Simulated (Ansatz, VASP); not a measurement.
## Si2Ni in VASP and in Ansatz

INCAR

```
SYSTEM = Si2Ni
PREC     = Accurate       ! precision mode
ENCUT    = 600            ! plane-wave cutoff, eV
EDIFF    = 1E-7           ! SCF threshold, eV
ISMEAR   = 0              ! smearing method
SIGMA    = 0.1            ! smearing width, eV
LREAL    = .False.        ! projectors in reciprocal space
LASPH    = .True.         ! aspherical terms in the spheres
NELM     = 120            ! most SCF steps
ALGO     = Normal         ! electronic algorithm
ISIF     = 3              ! what is computed and relaxed
LWAVE    = .False.        ! write WAVECAR
LCHARG   = .False.        ! write CHGCAR
GGA      = CA             ! functional
IBRION   = 2              ! ionic algorithm
NSW      = 100            ! ionic steps
EDIFFG   = -0.002         ! ionic threshold
GGA_COMPAT= .False.      
NELMIN   = 4
```

KPOINTS

```
Automatic mesh
0
Gamma
  14 14 14
  0 0 0
```

The input POSCAR:

```
Si2Ni
1.0
    0.0000000000      2.6950000000      2.6950000000
    2.6950000000      0.0000000000      2.6950000000
    2.6950000000      2.6950000000      0.0000000000
Ni Si
1 2
Direct
    0.0000000000      0.0000000000      0.0000000000
    0.2500000000      0.2500000000      0.2500000000
    0.7500000000      0.7500000000      0.7500000000
```

Input for Ansatz:

```yaml
crystal:
  lattice:
    - [0.0, 2.695, 2.695]
    - [2.695, 0.0, 2.695]
    - [2.695, 2.695, 0.0]
  atoms:
    - { symbol: Ni, position: [0.0, 0.0, 0.0] }
    - { symbol: Si, position: [0.25, 0.25, 0.25] }
    - { symbol: Si, position: [0.75, 0.75, 0.75] }
basis:
  ecutwfc: 420
kpoints:
  mp_grid: { grid: [14, 14, 14] }
hamiltonian:
  xc: lda
  pseudopotentials: { kind: paw, azcp: { folder: soft_1 } }
scf:
  occupations: { method: gaussian, width: 0.1 }
output:
  forces: true
  stress: true
  eigenvalues: true
  write_density: true
  write_potential: true
  elf: true
  volumetric_format: npy
relax:
  adjacent_minimum: "off"
  f_tol: 0.002
  max_steps: 80
  cell: { stress_tol: 0.02 }
```

Alike in both runs: task relaxation of cell and atoms; functional LDA; k mesh 14 × 14 × 14; occupations gaussian, width 0.1 eV; no spin polarisation.

|  | VASP | Ansatz |
| --- | --- | --- |
| version | VASP 6.6.1 | Ansatz 0.2.0 |
| potentials or method | VASP PAW LDA potentials, release 64 (Ni, Si), cutoff 600 eV | scalar-relativistic, plane waves, PAW |
| valence electrons in the cell | 18 | 26 |

```csv
,VASP,Ansatz,Ansatz less VASP
"gap on the k mesh at the Fermi level, each at its own relaxed structure (eV)",none,none,-
relaxed volume (Å³/atom),12.79,12.77,-0.018
relaxed length of the cell vector where the two differ most in proportion (Å),3.786,3.784,-0.0018
```

Ansatz warns that its potentials were made for another functional, while VASP's fit it. LDA's correlation is that of Perdew and Zunger in VASP and of Perdew and Wang (1992) in Ansatz. A gap of «none» marks a metal or a gap that the smearing closes. VASP's potentials hold 18 valence electrons a cell and Ansatz's 26, so a difference there can come from the potentials and not from the codes.
